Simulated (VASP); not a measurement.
# GaP (I-4m2) in VASP: a series of runs

GaP is run at these levels: r2SCAN; tasks: single point.

Program: VASP 6.6.1. These are calculated values, not measurements. Logs are shortened: lines on timing, memory, paths and dates and some standing lists are left out, and cuts for length are marked.

### 1 The cell of the first run

The structure is tetragonal, space group I-4m2 (No. 119). The conventional cell has a = 4.008 Å, b = 4.008 Å, c = 5.232 Å, α = 90.00°, β = 90.00°, γ = 90.00°. Within 3.2 Å of Ga (site symmetry -4m2) lie 4 P at 2.39 Å. P (site symmetry -4m2) has 4 Ga at 2.39 Å within 3.2 Å.

### 2 Single point, r2SCAN (strain +0.040 along x and y, -0.040 along z)

Contents of POSCAR:

```
GaP
1.0
    0.0000000000      2.8342600000      2.6162400000
    2.8342600000      0.0000000000      2.6162400000
    2.8342600000      2.8342600000      0.0000000000
Ga P
1 1
Direct
    0.0000000000      0.0000000000      0.0000000000
    0.7500000000      0.7500000000      0.7500000000
```

Contents of INCAR.step1:

```
ALGO = Normal
EDIFF = 1E-4
ENCUT = 520
GGA = PE
ISMEAR = 0
LASPH = T
LCHARG = F
LREAL = F
LWAVE = T
NBANDS = 16
NELM = 80
PREC = Accurate
SIGMA = 0.05
```

Contents of INCAR.step2:

```
ALGO = Normal
EDIFF = 1E-6
ENCUT = 520
ISIF = 2
ISMEAR = 0
ISTART = 1
LASPH = T
LCHARG = F
LMIXTAU = T
LREAL = F
LWAVE = F
METAGGA = R2SCAN
NBANDS = 16
NELM = 80
PREC = Accurate
SIGMA = 0.05
```

Contents of KPOINTS:

```
k-points
0
Gamma
  8 8 8
```

Potentials or basis: VASP PAW PBE potentials, release 64 (Ga_d, P).

The run is started by

```console
> cat potpaw_PBE.64/Ga_d/POTCAR potpaw_PBE.64/P/POTCAR > POTCAR
> cp INCAR.step1 INCAR
> mpirun -np 1 vasp_std > vasp.out
> cp INCAR.step2 INCAR
> mpirun -np 1 vasp_std > vasp.out
```

OUTCAR:

```text
EDIFF = 1E-6
   ENCUT = 520
   ISIF = 2
   ISMEAR = 0
   ISTART = 1
   LASPH = T
   LREAL = F
   METAGGA = R2SCAN
   NELM = 80
   PREC = Accurate

 ion  position               nearest neighbor table
   1  0.000  0.000  0.000-   2 2.39   2 2.39   2 2.39   2 2.39
   2  0.750  0.750  0.750-   1 2.39   1 2.39   1 2.39   1 2.39

  LATTYP: Found a body centered tetragonal cell.
 ALAT       =     4.0082489313
 C/A-ratio  =     1.3054279037

  Lattice vectors:

 A1 = (   0.0000000000,  -2.8342600000,  -2.6162400000)
 A2 = (   0.0000000000,   2.8342600000,  -2.6162400000)
 A3 = (   2.8342600000,   0.0000000000,   2.6162400000)

Analysis of symmetry for initial positions (statically):
=====================================================================
 Subroutine PRICEL returns:
 Original cell was already a primitive cell.

 Routine SETGRP: Setting up the symmetry group for a
 body centered tetragonal supercell.

 Subroutine GETGRP returns: Found  8 space group operations
 (whereof  8 operations were pure point group operations)
 out of a pool of 16 trial point group operations.

The static configuration has the point symmetry D_2d.

Analysis of symmetry for dynamics (positions and initial velocities):
=====================================================================
 Subroutine PRICEL returns:
 Original cell was already a primitive cell.

 Routine SETGRP: Setting up the symmetry group for a
 body centered tetragonal supercell.

 Subroutine GETGRP returns: Found  8 space group operations
 (whereof  8 operations were pure point group operations)
 out of a pool of 16 trial point group operations.

The dynamic configuration has the point symmetry D_2d.

 Subroutine INISYM returns: Found  8 space group operations
 (whereof  8 operations are pure point group operations),
 and found     1 'primitive' translations

----------------------------------------------------------------------------------------

                                     Primitive cell

  volume of cell :      42.0327

  direct lattice vectors                    reciprocal lattice vectors
     0.000000000  2.834260000  2.616240000    -0.176412891  0.176412891  0.191113965
     2.834260000  0.000000000  2.616240000     0.176412891 -0.176412891  0.191113965
     2.834260000  2.834260000  0.000000000     0.176412891  0.176412891 -0.191113965

  length of vectors
     3.857167547  3.857167547  4.008248931     0.314273072  0.314273072  0.314273072

  position of ions in fractional coordinates (direct lattice)
     0.000000000  0.000000000  0.000000000
     0.750000000  0.750000000  0.750000000

  ion indices of the primitive-cell ions
   primitive index   ion index
                 1           1
                 2           2

----------------------------------------------------------------------------------------

 KPOINTS: k-points

Automatic generation of k-mesh.
 Grid dimensions read from file:
 generate k-points for:    8    8    8

 Generating k-lattice:

  Cartesian coordinates                     Fractional coordinates (reciprocal lattice)
    -0.022051611  0.022051611  0.023889246     0.125000000  0.000000000  0.000000000
     0.022051611 -0.022051611  0.023889246     0.000000000  0.125000000  0.000000000
     0.022051611  0.022051611 -0.023889246    -0.000000000 -0.000000000  0.125000000

  Length of vectors
     0.039284134  0.039284134  0.039284134

  Shift w.r.t. Gamma in fractional coordinates (k-lattice)
     0.000000000  0.000000000  0.000000000

 Subroutine IBZKPT returns following result:
 ===========================================

 Found     59 irreducible k-points:

 Following reciprocal coordinates:
            Coordinates               Weight
  0.000000  0.000000  0.000000      1.000000
  0.125000  0.000000  0.000000      8.000000
  0.250000  0.000000  0.000000      8.000000
  0.375000  0.000000  0.000000      8.000000
  0.500000  0.000000  0.000000      4.000000
  0.125000  0.125000  0.000000      2.000000
[... 16 lines left out ...]
  0.250000  0.000000  0.125000     16.000000
  0.375000  0.000000  0.125000     16.000000
 [... further k-points ...]
   k-points           NKPTS =     59   k-points in BZ     NKDIM =     59   number of bands    NBANDS=     16
   number of dos      NEDOS =    301   number of ions     NIONS =      2
   total plane-waves  NPLWV =  27000
   dimension x,y,z NGX =    30 NGY =   30 NGZ =   30
   dimension x,y,z NGXF=    60 NGYF=   60 NGZF=   60
   ions per type =               1   1
   NGX,Y,Z   is equivalent  to a cutoff of  12.93, 12.93, 12.44 a.u.
   NGXF,Y,Z  is equivalent  to a cutoff of  25.86, 25.86, 24.89 a.u.
 SYSTEM =  unknown system
   PREC   = accura    normal or accurate (medium, high low for compatibility)
   ISTART =      1    job   : 0-new  1-cont  2-samecut
   ICHARG =      0    charge: 1-file 2-atom 10-const
   ISPIN  =      1    spin polarized calculation?
   LNONCOLLINEAR =      F non collinear calculations
   LSORBIT =      F    spin-orbit coupling
   LASPH  =      T    aspherical Exc in radial PAW
   ENCUT  =  520.0 eV  38.22 Ry    6.18 a.u.   7.17  7.17  7.45*2*pi/ulx,y,z
   NELM   =     80;   NELMIN=  2; NELMDL=  0     # of ELM steps
   EDIFF  = 0.1E-05   stopping-criterion for ELM
   LREAL  =      F    real-space projection
   EDIFFG = 0.1E-04   stopping-criterion for IOM
   NSW    =      0    number of steps for IOM
   IBRION =     -1    ionic relax: 0-MD 1-quasi-New 2-CG
   NFREE  =      0    steps in history (QN), initial steepest desc. (CG)
   ISIF   =      2    stress and relaxation
   ISYM   =      2    0-nonsym 1-usesym 2-fastsym
   POTIM  = 0.5000    time-step for ionic-motion
   TEBEG  =    0.0;   TEEND  =   0.0 temperature during run
   PSTRESS=    0.0 pullay stress
   NELECT =      18.0000    total number of electrons
   NUPDOWN=      -1.0000    fix difference up-down
   EMIN   =  10.00;   EMAX   =-10.00  energy-range for DOS
   EFERMI =   0.00;   METHOD = LEGACY
   ISMEAR =     0;   SIGMA  =   0.05  broadening in eV -4-tet -1-fermi 0-gaus
   EFERMI_NEDOS =   21; number of points for ismear=-14 and -15
   IALGO  =     38    algorithm
   IMIX   =      4    mixing-type and parameters
     AMIX     =   0.40;   BMIX     =  1.00
     AMIX_MAG =   1.60;   BMIX_MAG =  1.00
  volume/ion in A,a.u.               =      21.02       141.83
  Fermi-wavevector in a.u.,A,eV,Ry     =   1.233966  2.331858 20.717226  1.522673
  Thomas-Fermi vector in A             =   2.368676
   LORBIT       =      0    0 simple, 1 ext, 2 COOP (PROOUT), +10 PAW based schemes
   METAGGA = R2SCAN    functional components
   LHFCALC =     F    Hartree Fock is set to
   AEXX    =    0.0000 exact exchange contribution
   IVDW    =     0    specifies the selected vdW correction
   LEPSILON=     F    determine dielectric tensor
   LRPA    =     F    only Hartree local field effects (RPA)
 non-spin polarized calculation
 Gauss-broadening in eV      SIGMA  =   0.05
  energy-cutoff  :      520.00
  volume of cell :       42.03
 maximum number of plane-waves:      1178
 NGX is ok and might be reduce to    30
   NGX = 15   NGY = 15   NGZ = 15

 number of electron      18.0000000 magnetization

 Free energy of the ion-electron system (eV)
  ---------------------------------------------------
  ext. energy  EPLUGINS =         0.00000000
  ---------------------------------------------------
  free energy    TOTEN  =       -21.40622288 eV

  energy without entropy =      -21.40622288  energy(sigma->0) =      -21.40622288

 E-fermi :   4.6133     XC(G=0): -10.3715

 val. band max:        4.3549279012   @ k =   0.0000   0.0000   0.0000
 cond. band min:       5.5443943123   @ k =   0.3750   0.3750   0.0000
 fundamental gap:      1.1894664111
 Fermi energy:         4.6132933395

 k-point     1 :       0.0000    0.0000    0.0000
  band No.  band energies     occupation
      1     -10.8611      2.00000
      2     -10.8611      2.00000
      3     -10.8388      2.00000
      4     -10.7635      2.00000
      5     -10.7465      2.00000
      6      -8.6373      2.00000
[... 8 lines left out ...]
     15      13.6061      0.00000
     16      14.8723      0.00000

 k-point     2 :       0.1250    0.0000    0.0000
  band No.  band energies     occupation
      1     -10.8699      2.00000
      2     -10.8566      2.00000
      3     -10.8392      2.00000
      4     -10.7639      2.00000
      5     -10.7458      2.00000
      6      -8.4346      2.00000
[... 8 lines left out ...]
     15      13.8762      0.00000
     16      14.4682      0.00000

 k-point     3 :       0.2500    0.0000    0.0000
  band No.  band energies     occupation
      1     -10.8965      2.00000
      2     -10.8469      2.00000
      3     -10.8326      2.00000
      4     -10.7639      2.00000
      5     -10.7426      2.00000
      6      -7.8621      2.00000
[... 8 lines left out ...]
     15      13.5049      0.00000
     16      14.8699      0.00000

 k-point     4 :       0.3750    0.0000    0.0000
  band No.  band energies     occupation
      1     -10.9222      2.00000
      2     -10.8393      2.00000
      3     -10.8258      2.00000
      4     -10.7623      2.00000
      5     -10.7371      2.00000
      6      -7.0729      2.00000
[... 8 lines left out ...]
     15      14.9612      0.00000
     16      15.0491      0.00000
[... 324 lines left out ...]
 k-point    22 :       0.1250    0.0000    0.1250
  band No.  band energies     occupation
      1     -10.8814      2.00000
      2     -10.8515      2.00000
      3     -10.8320      2.00000
      4     -10.7627      2.00000
      5     -10.7471      2.00000
      6      -8.3801      2.00000
[... 8 lines left out ...]
     15      14.3489      0.00000
     16      14.8436      0.00000

 k-point    23 :       0.2500    0.0000    0.1250
  band No.  band energies     occupation
      1     -10.9018      2.00000
      2     -10.8419      2.00000
      3     -10.8261      2.00000
      4     -10.7631      2.00000
      5     -10.7460      2.00000
      6      -7.9403      2.00000
[... 8 lines left out ...]
     15      14.4881      0.00000
     16      15.8697      0.00000

 k-point    24 :       0.3750    0.0000    0.1250
  band No.  band energies     occupation
      1     -10.9225      2.00000
      2     -10.8349      2.00000
      3     -10.8209      2.00000
      4     -10.7625      2.00000
      5     -10.7421      2.00000
      6      -7.2096      2.00000
[... 8 lines left out ...]
     15      15.0208      0.00000
     16      15.9151      0.00000

 [... further k-points ...]

------------------------ aborting loop because EDIFF is reached ----------------------------------------

  FORCE on cell =-STRESS in cart. coord.  units (eV):
  Direction    XX          YY          ZZ          XY          YZ          ZX
  --------------------------------------------------------------------------------------
  -------------------------------------------------------------------------------------
  Total       -1.3379549     -1.3379549      0.1410590      0.0000000      0.0000000      0.0000000
  in kB      -50.9994037    -50.9994037      5.3768063      0.0000000      0.0000000      0.0000000
  external PRESSURE =     -32.2073337 kB  Pullay stress =       0.0000000 kB

 VOLUME and BASIS-vectors are now :
 -----------------------------------------------------------------------------
  energy-cutoff  :      520.00
  volume of cell :       42.03
      direct lattice vectors                 reciprocal lattice vectors
     0.000000000  2.834260000  2.616240000    -0.176412891  0.176412891  0.191113965
     2.834260000  0.000000000  2.616240000     0.176412891 -0.176412891  0.191113965
     2.834260000  2.834260000  0.000000000     0.176412891  0.176412891 -0.191113965

 POSITION                                       TOTAL-FORCE (eV/Angst)
 -----------------------------------------------------------------------------------
      0.00000      0.00000      0.00000         0.000000      0.000000      0.000000
      4.25139      4.25139      3.92436        -0.000000     -0.000000     -0.000000
 -----------------------------------------------------------------------------------
    total drift:                                0.000013      0.000013     -0.000040

  FREE ENERGIE OF THE ION-ELECTRON SYSTEM (eV)
  ---------------------------------------------------
  free  energy   TOTEN  =       -21.4062228839 eV

  energy  without entropy=      -21.4062228839  energy(sigma->0) =      -21.40622288
```

It took 2.2 min on 1 thread of Intel Xeon Platinum 8488C (Sapphire Rapids), shared host; peak memory 0.19 GiB.

Results:

| Item | Value |
| --- | --- |
| Free energy | -21.4062 eV |
| Pressure | -3.2 GPa |
| Band gap on the k mesh | 1.19 eV, indirect (least direct gap 1.70 eV) |

Caveat: the cell differs from its parent crystal (strain +0.040 along x and y, -0.040 along z); the PAW data sets were made with another functional, which shifts forces and pressure a little.

### 3 Single point, r2SCAN (strain +0.080 along x and y, -0.080 along z)

Contents of POSCAR:

```
GaP
1.0
    0.0000000000      2.9432700000      2.5072300000
    2.9432700000      0.0000000000      2.5072300000
    2.9432700000      2.9432700000      0.0000000000
Ga P
1 1
Direct
    0.0000000000      0.0000000000      0.0000000000
    0.7500000000      0.7500000000      0.7500000000
```

Contents of INCAR.step1:

```
SYSTEM = GaP
PREC = Accurate
ENCUT = 520
ISMEAR = 0
SIGMA = 0.05
LREAL = .False.
LASPH = .True.
NELM = 100
NBANDS = 16
GGA = PE
ALGO = Normal
EDIFF = 1E-4
LWAVE = .True.
LCHARG = .False.
```

Contents of INCAR.step2:

```
SYSTEM = GaP
PREC = Accurate
ENCUT = 520
EDIFF = 1E-6
ISMEAR = 0
SIGMA = 0.05
LREAL = .False.
LASPH = .True.
NELM = 100
ALGO = Normal
ISIF = 2
LWAVE = .False.
LCHARG = .False.
METAGGA = R2SCAN
LMIXTAU = .True.
NBANDS = 16
ISTART = 1
```

Contents of KPOINTS:

```
regular mesh
0
Gamma
  8 8 8
  0 0 0
```

Potentials or basis: VASP PAW PBE potentials, release 64 (Ga_d, P).

The run is started by

```console
> cat potpaw_PBE.64/Ga_d/POTCAR potpaw_PBE.64/P/POTCAR > POTCAR
> cp INCAR.step1 INCAR
> mpirun -np 1 vasp_std > vasp.out
> cp INCAR.step2 INCAR
> mpirun -np 1 vasp_std > vasp.out
```

Run time: 1.9 min. Hardware: 1 thread of Intel Xeon Platinum 8488C (Sapphire Rapids), shared host; peak memory 0.19 GiB.

The run converged. Its results:

| Property | Result |
| --- | --- |
| Free energy | -21.2560 eV |
| Pressure | -5.7 GPa |
| Band gap on the k mesh | 0.56 eV, indirect (least direct gap 1.10 eV) |

Stress tensor (GPa, compression positive):
```
-8.95  0.00  0.00
 0.00 -8.95  0.00
 0.00  0.00  0.72
```

Levels at points of the mesh, in eV from the valence-band top:
```csv
k point,band 6,band 7,band 8,band 9,band 10,band 11,band 12,band 13
"(0.00, 0.00, 0.00)",-12.91,-0.70,-0.70,0.00,1.10,3.64,4.04,4.04
"(0.50, 0.00, 0.00)",-10.97,-6.86,-2.06,-0.98,0.98,4.10,5.60,8.48
"(0.50, 0.50, 0.00)",-9.75,-6.37,-3.64,-3.64,0.70,1.03,10.23,10.23
"(0.50, 0.00, 0.50)",-10.37,-7.36,-2.61,-2.50,2.02,2.27,9.24,9.34
```

Caveat: the cell differs from its parent crystal (strain +0.080 along x and y, -0.080 along z); the PAW data sets were made with another functional, which shifts forces and pressure a little. A k mesh can miss the band edges.

### 4 Single point, r2SCAN (strain +0.000 along x and y, +0.080 along z)

Contents of POSCAR:

```
GaP
1.0
    0.0000000000      2.7252500000      2.9432700000
    2.7252500000      0.0000000000      2.9432700000
    2.7252500000      2.7252500000      0.0000000000
Ga P
1 1
Direct
    0.0000000000      0.0000000000      0.0000000000
    0.7500000000      0.7500000000      0.7500000000
```

Contents of INCAR.step1:

```
PREC     = Accurate       # precision mode
ENCUT    = 520            # plane-wave cutoff, eV
ISMEAR   = 0              # smearing method
SIGMA    = 0.05           # smearing width, eV
LREAL    = F              # projectors in reciprocal space
LASPH    = T              # aspherical terms in the spheres
NELM     = 60             # most SCF steps
NBANDS   = 16             # bands
GGA      = PE             # functional
ALGO     = Normal         # electronic algorithm
EDIFF    = 1E-4           # SCF threshold, eV
LWAVE    = T              # write WAVECAR
LCHARG   = F              # write CHGCAR
```

Contents of INCAR.step2:

```
PREC     = Accurate       # precision mode
ENCUT    = 520            # plane-wave cutoff, eV
EDIFF    = 1E-6           # SCF threshold, eV
ISMEAR   = 0              # smearing method
SIGMA    = 0.05           # smearing width, eV
LREAL    = F              # projectors in reciprocal space
LASPH    = T              # aspherical terms in the spheres
NELM     = 60             # most SCF steps
ALGO     = Normal         # electronic algorithm
ISIF     = 2              # what is computed and relaxed
LWAVE    = F              # write WAVECAR
LCHARG   = T              # write CHGCAR
METAGGA  = R2SCAN         # meta-GGA
LMIXTAU  = T            
LELF     = T              # ELF
LVHAR    = T            
NBANDS   = 16             # bands
ISTART   = 1
```

Contents of KPOINTS:

```
regular mesh
0
Gamma
  8 8 8
```

The run is started by

```console
> cat potpaw_PBE.64/Ga_d/POTCAR potpaw_PBE.64/P/POTCAR > POTCAR
> cp INCAR.step1 INCAR
> mpirun -np 1 vasp_std > vasp.out
> cp INCAR.step2 INCAR
> mpirun -np 1 vasp_std > vasp.out
```

Run time: 2.1 min. Hardware: 1 thread of Intel Xeon Platinum 8488C (Sapphire Rapids), shared host; peak memory 0.19 GiB.

It converged, with:

| Property | Result |
| --- | --- |
| Free energy | -21.3545 eV |
| Pressure | -5.8 GPa |
| Band gap on the k mesh | 1.46 eV, direct |

Stress tensor (GPa, compression positive):
```
 -3.50   0.00   0.00
  0.00  -3.50   0.00
  0.00   0.00 -10.38
```

Levels at points of the mesh, in eV from the valence-band top:
```
           k point  band 6  band 7  band 8  band 9  band 10  band 11  band 12  band 13
(0.00, 0.00, 0.00)  -12.60   -0.49    0.00    0.00     1.46     4.01     4.01     4.21
(0.50, 0.00, 0.00)  -10.69   -6.56   -1.53   -0.89     1.51     4.79     5.19     8.52
(0.50, 0.50, 0.00)  -10.08   -7.07   -2.33   -2.33     2.27     2.49    10.57    10.57
(0.50, 0.00, 0.50)   -9.76   -6.58   -2.86   -2.82     1.74     1.75    10.21    10.25
```

Caveat: the cell differs from its parent crystal (strain +0.000 along x and y, +0.080 along z); the PAW data sets were made with another functional, which shifts forces and pressure a little. A k mesh can miss the band edges.

(Part 1 of 2 ends here.)
